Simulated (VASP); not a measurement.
## Al16Au: single point with PBE+D3(BJ)

The system is Al16Au, a slab with vacuum.

```
CELL_PARAMETERS angstrom
5.63242 0.00000 0.00000
0.00000 7.96545 0.00000
0.00000 0.00000 21.22935
ATOMIC_POSITIONS crystal
Al 0.25000 0.25000 0.18842
Al 0.25000 0.75000 0.18842
Al 0.75000 0.25000 0.18842
Al 0.75000 0.75000 0.18842
Al 0.00000 0.00000 0.25475
Al 0.00000 0.50000 0.25475
Al 0.50000 0.00000 0.25475
Al 0.50000 0.50000 0.25475
Al 0.25000 0.25000 0.32410
Al 0.25000 0.75000 0.32410
Al 0.75000 0.25000 0.32410
Al 0.75000 0.75000 0.32410
Al 0.00000 0.00000 0.38764
Al 0.00000 0.50000 0.38764
Al 0.50000 0.00000 0.38764
Al 0.50000 0.50000 0.38764
Au 0.25000 0.25000 0.49127
```

```yaml
Program: VASP 6.6.1
Task: single point
Functional: PBE
Dispersion: D3(BJ)
Potentials_or_basis: VASP PAW PBE potentials, release 64 (Al, Au)
Cutoff: 520 eV
k_mesh: 5 × 4 × 1
Occupations: gaussian, width 0.1 eV
Spin: no spin polarisation
```

```yaml
Largest_force: 1.660 eV/Å
Band_gap_on_the_k_mesh: zero (an odd number of electrons rules out a gap without spin polarisation)
Dispersion_energy_per_atom: -0.216 eV
```

Forces in eV/Å, atoms in the order of the input:
```
Al   0.000  0.000  0.159
Al   0.000  0.000  0.126
Al   0.000  0.000  0.143
Al   0.000  0.000  0.096
Al  -0.119 -0.037 -0.115
Al  -0.119  0.037 -0.115
Al   0.119 -0.037 -0.115
Al   0.119  0.037 -0.115
Al   0.000  0.000 -0.106
Al   0.000  0.000  0.147
Al   0.000  0.000 -0.067
Al   0.000  0.000 -0.118
Al   0.060  0.265  0.436
Al   0.060 -0.265  0.436
Al  -0.060  0.265  0.436
Al  -0.060 -0.265  0.436
Au   0.000  0.000 -1.660
```

Levels at points of the mesh, in eV from the Fermi level:
```tsv
k point	band 27	band 28	band 29	band 30	band 31	band 32
(0.00, 0.00, 0.00)	-0.77	-0.65	-0.58	-0.30	-0.07	0.08
(0.00, 0.50, 0.00)	-0.87	-0.83	-0.82	-0.27	0.30	0.33
```

Run time: 8.1 min on 1 thread of Intel(R) Xeon(R) 6975P-C (Granite Rapids) (shared host), peak memory 0.87 GiB.

Caveat: spin-orbit coupling is left out, which moves the levels of the heavy elements.
